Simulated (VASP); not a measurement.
# BP (F-43m) in VASP: single point with PBE

Aim: the single point of BP with PBE.

Everything below comes from runs of VASP 6.6.1. Logs are shortened: lines on timing, memory, paths and dates and some standing lists are left out, and cuts for length are marked.

## (1) The cell of the first run

Symmetry: F-43m, No. 216, cubic system. Conventional cell: a = 4.856 Å, b = 4.856 Å, c = 4.856 Å, α = 90.00°, β = 90.00°, γ = 90.00°. B (site symmetry -43m) has 4 P at 2.10 Å within 2.8 Å. Within 2.8 Å of P (site symmetry -43m) lie 4 B at 2.10 Å.

## (2) Single point, PBE (Ga replaced by B, lengths x 0.900, strained)

INCAR reads:

```
SYSTEM = BP
PREC = Accurate
ENCUT = 520
EDIFF = 1E-6
ISMEAR = 0
SIGMA = 0.02
LREAL = .False.
LASPH = .True.
NELM = 100
ALGO = Normal
ISIF = 2
LWAVE = .False.
LCHARG = .False.
GGA = PE
NBANDS = 11
```

KPOINTS reads:

```
Automatic mesh
0
Gamma
  10 10 10
  0 0 0
```

POSCAR reads:

```
BP
1.0
    0.0000000000      2.4278790267      2.4278790267
    2.4278790267      0.0000000000      2.4278790267
    2.4278790267      2.4278790267      0.0000000000
B P
1 1
Direct
    0.0000000000      0.0000000000      0.0000000000
    0.7500000000      0.7500000000      0.7500000000
```

Potentials or basis: VASP PAW PBE potentials, release 64 (B, P).

Command:

```console
> cat potpaw_PBE.64/B/POTCAR potpaw_PBE.64/P/POTCAR > POTCAR
> mpirun -np 1 vasp_std > vasp.out
```

OUTCAR:

```text
SYSTEM = BP
   PREC = Accurate
   ENCUT = 520
   EDIFF = 1E-6
   ISMEAR = 0
   LREAL = .False.
   LASPH = .True.
   NELM = 100
   ISIF = 2
   GGA = PE

 ion  position               nearest neighbor table
   1  0.000  0.000  0.000-   2 2.10   2 2.10   2 2.10   2 2.10
   2  0.750  0.750  0.750-   1 2.10   1 2.10   1 2.10   1 2.10

  LATTYP: Found a face centered cubic cell.
 ALAT       =     4.8557580534

  Lattice vectors:

 A1 = (   0.0000000000,   2.4278790267,   2.4278790267)
 A2 = (   2.4278790267,   0.0000000000,   2.4278790267)
 A3 = (   2.4278790267,   2.4278790267,   0.0000000000)

Analysis of symmetry for initial positions (statically):
=====================================================================
 Subroutine PRICEL returns:
 Original cell was already a primitive cell.

 Routine SETGRP: Setting up the symmetry group for a
 face centered cubic supercell.

 Subroutine GETGRP returns: Found 24 space group operations
 (whereof 24 operations were pure point group operations)
 out of a pool of 48 trial point group operations.

The static configuration has the point symmetry T_d .

Analysis of symmetry for dynamics (positions and initial velocities):
=====================================================================
 Subroutine PRICEL returns:
 Original cell was already a primitive cell.

 Routine SETGRP: Setting up the symmetry group for a
 face centered cubic supercell.

 Subroutine GETGRP returns: Found 24 space group operations
 (whereof 24 operations were pure point group operations)
 out of a pool of 48 trial point group operations.

The dynamic configuration has the point symmetry T_d .

 Subroutine INISYM returns: Found 24 space group operations
 (whereof 24 operations are pure point group operations),
 and found     1 'primitive' translations

----------------------------------------------------------------------------------------

                                     Primitive cell

  volume of cell :      28.6227

  direct lattice vectors                    reciprocal lattice vectors
     0.000000000  2.427879027  2.427879027    -0.205941068  0.205941068  0.205941068
     2.427879027  0.000000000  2.427879027     0.205941068 -0.205941068  0.205941068
     2.427879027  2.427879027  0.000000000     0.205941068  0.205941068 -0.205941068

  length of vectors
     3.433539447  3.433539447  3.433539447     0.356700393  0.356700393  0.356700393

  position of ions in fractional coordinates (direct lattice)
     0.000000000  0.000000000  0.000000000
     0.750000000  0.750000000  0.750000000

  ion indices of the primitive-cell ions
   primitive index   ion index
                 1           1
                 2           2

----------------------------------------------------------------------------------------

 KPOINTS: Automatic mesh

Automatic generation of k-mesh.
 Grid dimensions read from file:
 generate k-points for:   10   10   10

 Generating k-lattice:

  Cartesian coordinates                     Fractional coordinates (reciprocal lattice)
    -0.020594107  0.020594107  0.020594107     0.100000000  0.000000000  0.000000000
     0.020594107 -0.020594107  0.020594107     0.000000000  0.100000000  0.000000000
     0.020594107  0.020594107 -0.020594107     0.000000000  0.000000000  0.100000000

  Length of vectors
     0.035670039  0.035670039  0.035670039

  Shift w.r.t. Gamma in fractional coordinates (k-lattice)
     0.000000000  0.000000000  0.000000000

 Subroutine IBZKPT returns following result:
 ===========================================

 Found     47 irreducible k-points:

 Following reciprocal coordinates:
            Coordinates               Weight
  0.000000  0.000000  0.000000      1.000000
  0.100000  0.000000  0.000000      8.000000
  0.200000  0.000000  0.000000      8.000000
  0.300000  0.000000  0.000000      8.000000
  0.400000  0.000000  0.000000      8.000000
  0.500000  0.000000  0.000000      4.000000
[... 16 lines left out ...]
  0.300000  0.300000  0.000000      6.000000
  0.400000  0.300000  0.000000     24.000000
 [... further k-points ...]
   k-points           NKPTS =     47   k-points in BZ     NKDIM =     47   number of bands    NBANDS=     11
   number of dos      NEDOS =    301   number of ions     NIONS =      2
   total plane-waves  NPLWV =  21952
   dimension x,y,z NGX =    28 NGY =   28 NGZ =   28
   dimension x,y,z NGXF=    56 NGYF=   56 NGZF=   56
   ions per type =               1   1
   NGX,Y,Z   is equivalent  to a cutoff of  13.56, 13.56, 13.56 a.u.
   NGXF,Y,Z  is equivalent  to a cutoff of  27.11, 27.11, 27.11 a.u.
 SYSTEM =  BP
   PREC   = accura    normal or accurate (medium, high low for compatibility)
   ISTART =      0    job   : 0-new  1-cont  2-samecut
   ICHARG =      2    charge: 1-file 2-atom 10-const
   ISPIN  =      1    spin polarized calculation?
   LNONCOLLINEAR =      F non collinear calculations
   LSORBIT =      F    spin-orbit coupling
   LASPH  =      T    aspherical Exc in radial PAW
   ENCUT  =  520.0 eV  38.22 Ry    6.18 a.u.   6.38  6.38  6.38*2*pi/ulx,y,z
   NELM   =    100;   NELMIN=  2; NELMDL= -5     # of ELM steps
   EDIFF  = 0.1E-05   stopping-criterion for ELM
   LREAL  =      F    real-space projection
   EDIFFG = 0.1E-04   stopping-criterion for IOM
   NSW    =      0    number of steps for IOM
   IBRION =     -1    ionic relax: 0-MD 1-quasi-New 2-CG
   NFREE  =      0    steps in history (QN), initial steepest desc. (CG)
   ISIF   =      2    stress and relaxation
   ISYM   =      2    0-nonsym 1-usesym 2-fastsym
   POTIM  = 0.5000    time-step for ionic-motion
   TEBEG  =    0.0;   TEEND  =   0.0 temperature during run
   PSTRESS=    0.0 pullay stress
   NELECT =       8.0000    total number of electrons
   NUPDOWN=      -1.0000    fix difference up-down
   EMIN   =  10.00;   EMAX   =-10.00  energy-range for DOS
   EFERMI =   0.00;   METHOD = LEGACY
   ISMEAR =     0;   SIGMA  =   0.02  broadening in eV -4-tet -1-fermi 0-gaus
   EFERMI_NEDOS =   21; number of points for ismear=-14 and -15
   IALGO  =     38    algorithm
   IMIX   =      4    mixing-type and parameters
     AMIX     =   0.40;   BMIX     =  1.00
     AMIX_MAG =   1.60;   BMIX_MAG =  1.00
  volume/ion in A,a.u.               =      14.31        96.58
  Fermi-wavevector in a.u.,A,eV,Ry     =   1.070371  2.022708 15.588123  1.145695
  Thomas-Fermi vector in A             =   2.206079
   LORBIT       =      0    0 simple, 1 ext, 2 COOP (PROOUT), +10 PAW based schemes
   GGA     = PE    functional components
   LHFCALC =     F    Hartree Fock is set to
   AEXX    =    0.0000 exact exchange contribution
   IVDW    =     0    specifies the selected vdW correction
   LEPSILON=     F    determine dielectric tensor
   LRPA    =     F    only Hartree local field effects (RPA)
 non-spin polarized calculation
 Gauss-broadening in eV      SIGMA  =   0.02
  energy-cutoff  :      520.00
  volume of cell :       28.62
 maximum number of plane-waves:       785
 NGX is ok and might be reduce to    28
   NGX = 13   NGY = 13   NGZ = 13

 number of electron       7.9999999 magnetization

 Free energy of the ion-electron system (eV)
  ---------------------------------------------------
  ext. energy  EPLUGINS =         0.00000000
  ---------------------------------------------------
  free energy    TOTEN  =       -12.52289739 eV

  energy without entropy =      -12.52289739  energy(sigma->0) =      -12.52289739

 E-fermi :   5.3151     XC(G=0): -10.0514

 val. band max:        5.1944957813   @ k =   0.0000   0.0000   0.0000
 cond. band min:       6.6835437351   @ k =   0.4000   0.4000   0.0000
 fundamental gap:      1.4890479538
 Fermi energy:         5.3150913841

 k-point     1 :       0.0000    0.0000    0.0000
  band No.  band energies     occupation
      1      -8.5707      2.00000
      2       5.1945      2.00000
      3       5.1945      2.00000
      4       5.1945      2.00000
      5       8.3595      0.00000
      6       8.3595      0.00000
      7       8.3595      0.00000
      8       9.7023      0.00000
      9      15.4949      0.00000
     10      16.7928      0.00000
     11      16.7928      0.00000

 k-point     2 :       0.1000    0.0000    0.0000
  band No.  band energies     occupation
      1      -8.4198      2.00000
      2       4.0106      2.00000
      3       4.9549      2.00000
      4       4.9549      2.00000
      5       8.5334      0.00000
      6       8.6928      0.00000
      7       8.6928      0.00000
      8      10.4745      0.00000
      9      15.9714      0.00000
     10      16.2272      0.00000
     11      16.2272      0.00000

 k-point     3 :       0.2000    0.0000    0.0000
  band No.  band energies     occupation
      1      -7.9756      2.00000
      2       1.9533      2.00000
      3       4.4852      2.00000
      4       4.4852      2.00000
      5       8.3586      0.00000
      6       9.3226      0.00000
      7       9.3226      0.00000
      8      12.1102      0.00000
      9      15.7008      0.00000
     10      15.7008      0.00000
     11      16.7829      0.00000

 k-point     4 :       0.3000    0.0000    0.0000
  band No.  band energies     occupation
      1      -7.2744      2.00000
      2      -0.0663      2.00000
      3       4.0630      2.00000
      4       4.0630      2.00000
      5       8.0962      0.00000
      6       9.7158      0.00000
      7       9.7158      0.00000
      8      13.6076      0.00000
      9      16.0842      0.00000
     10      16.0842      0.00000
     11      16.9127      0.00000
[... 239 lines left out ...]
 k-point    22 :      -0.2000    0.2000    0.0000
  band No.  band energies     occupation
      1      -7.0327      2.00000
      2       0.3929      2.00000
      3       1.7854      2.00000
      4       4.1343      2.00000
      5       9.0710      0.00000
      6      10.0164      0.00000
      7      10.7573      0.00000
      8      12.2172      0.00000
      9      14.5588      0.00000
     10      17.4440      0.00000
     11      18.6808      0.00000

 k-point    23 :       0.3000    0.3000    0.0000
  band No.  band energies     occupation
      1      -6.8149      2.00000
      2       0.5633      2.00000
      3       2.5491      2.00000
      4       2.5491      2.00000
      5       6.8732      0.00000
      6       9.0649      0.00000
      7      12.8695      0.00000
      8      12.8695      0.00000
      9      15.9025      0.00000
     10      18.7394      0.00000
     11      19.4916      0.00000

 k-point    24 :       0.4000    0.3000    0.0000
  band No.  band energies     occupation
      1      -6.1510      2.00000
      2      -0.5344      2.00000
      3       1.8762      2.00000
      4       2.2972      2.00000
      5       7.1438      0.00000
      6       8.7988      0.00000
      7      13.2891      0.00000
      8      13.4554      0.00000
      9      17.0004      0.00000
     10      19.3993      0.00000
     11      19.7094      0.00000

 [... further k-points ...]
[... 5 lines left out ...]
  --------------------------------------------------------------------------------------
  -------------------------------------------------------------------------------------
  Total       -3.8886816     -3.8886816     -3.8886816     -0.0000000      0.0000000     -0.0000000
  in kB     -217.6716375   -217.6716375   -217.6716375     -0.0000000      0.0000000     -0.0000000
  external PRESSURE =    -217.6716375 kB  Pullay stress =       0.0000000 kB

 VOLUME and BASIS-vectors are now :
 -----------------------------------------------------------------------------
  energy-cutoff  :      520.00
  volume of cell :       28.62
      direct lattice vectors                 reciprocal lattice vectors
     0.000000000  2.427879027  2.427879027    -0.205941068  0.205941068  0.205941068
     2.427879027  0.000000000  2.427879027     0.205941068 -0.205941068  0.205941068
     2.427879027  2.427879027  0.000000000     0.205941068  0.205941068 -0.205941068

 POSITION                                       TOTAL-FORCE (eV/Angst)
 -----------------------------------------------------------------------------------
      0.00000      0.00000      0.00000        -0.000000     -0.000000     -0.000000
      3.64182      3.64182      3.64182         0.000000      0.000000      0.000000
 -----------------------------------------------------------------------------------
    total drift:                               -0.000000     -0.000000     -0.000000

  FREE ENERGIE OF THE ION-ELECTRON SYSTEM (eV)
  ---------------------------------------------------
  free  energy   TOTEN  =       -12.5228973866 eV

  energy  without entropy=      -12.5228973866  energy(sigma->0) =      -12.52289739
```

It took 20 s on 1 thread of Intel Xeon Platinum 8259CL at 2.50GHz (Skylake/Cascade Lake), shared host; peak memory 0.15 GiB.

Results:

| Quantity | Value |
| --- | --- |
| Free energy | -12.5229 eV |
| Pressure | -21.8 GPa |
| Band gap on the k mesh | 1.49 eV, indirect (least direct gap 3.17 eV) |

Levels at points of the mesh, in eV from the valence-band top:
```csv
k point,band 1,band 2,band 3,band 4,band 5,band 6,band 7,band 8,band 9
"(0.00, 0.00, 0.00)",-13.77,0.00,0.00,0.00,3.17,3.17,3.17,4.51,10.30
"(0.50, 0.00, 0.00)",-11.16,-7.68,-1.50,-1.50,2.65,4.56,4.56,9.37,13.11
"(0.50, 0.50, 0.00)",-9.93,-7.59,-3.40,-3.40,1.67,1.85,10.30,10.30,13.02
```

Caveat: the cell differs from its parent crystal (Ga replaced by B, lengths x 0.900, strained).
